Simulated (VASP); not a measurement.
**GaAs: relaxation of cell and atoms with PBE**

GaAs:

```
CELL_PARAMETERS angstrom
0.00000 2.75319 2.75319
2.75319 0.00000 2.75319
2.75319 2.75319 0.00000
ATOMIC_POSITIONS crystal
Ga 0.00000 0.00000 0.00000
As 0.25000 0.25000 0.25000
```

| Quantity | Value |
| --- | --- |
| Program | VASP 6.6.1 |
| Task | relaxation of cell and atoms |
| Functional | PBE |
| Potentials or basis | VASP PAW PBE potentials, release 64 (Ga_d, As) |
| Cutoff | 600 eV |
| k mesh | 10 × 10 × 10 |
| Occupations | gaussian, width 0.01 eV |
| Spin | no spin polarisation |
| Target pressure | 10 GPa |
| Dipole correction | no |
| Further INCAR settings | ALGO = Normal; EDIFF = 1e-07; IBRION = 2; EDIFFG = -0.008; NSW = 70; ISIF = 3 |

```json
{"Relaxed volume": "21.00 Å³/atom", "Relaxed cell": "a = 3.902 Å, b = 3.902 Å, c = 3.902 Å, α = 60.00°, β = 60.00°, γ = 60.00°", "Space group after relaxing (to 0.05 Å)": "F-43m (No. 216)", "Energy change on relaxing (the enthalpy is what falls)": "-8.6 meV/atom", "Ionic steps": "3", "Pressure after relaxing": "10.0 GPa", "Band gap on the k mesh": "1.08 eV, direct"}
```

The path:
```csv
step,energy change (eV),largest force (eV/Å),pressure (GPa),volume (Å³)
1,0.0000,0.0000,10.68,41.74
2,-0.0335,0.0000,9.36,42.27
3,-0.0172,0.0000,9.99,42.01
```

Final structure:
```cif
data_structure
_symmetry_space_group_name_H-M 'P 1'
_symmetry_Int_Tables_number 1
_cell_length_a 3.9019
_cell_length_b 3.9019
_cell_length_c 3.9019
_cell_angle_alpha 60.000
_cell_angle_beta 60.000
_cell_angle_gamma 60.000
_cell_volume 42.01
loop_
_atom_site_label
_atom_site_type_symbol
_atom_site_fract_x
_atom_site_fract_y
_atom_site_fract_z
_atom_site_occupancy
Ga1 Ga 0.00000 0.00000 0.00000 1
As1 As 0.25000 0.25000 0.25000 1
```

Levels at points of the mesh, in eV from the valence-band top:
```
           k point  band 5  band 6  band 7  band 8  band 9  band 10  band 11  band 12  band 13
(0.00, 0.00, 0.00)  -14.86  -13.28    0.00    0.00    0.00     1.08     3.74     3.74     3.74
(0.50, 0.00, 0.00)  -14.85  -11.27   -7.06   -1.26   -1.26     1.21     4.65     4.65     7.81
(0.50, 0.50, 0.00)  -14.84  -10.44   -7.18   -2.95   -2.95     1.32     1.60    10.76    10.76
```

It took 59 s on 1 thread of Intel Xeon 6975P-C, on a shared host, peak memory 0.21 GiB.

Caveat: the cell is relaxed towards a set pressure, so the enthalpy falls and the energy may rise. A k mesh can miss the band edges.
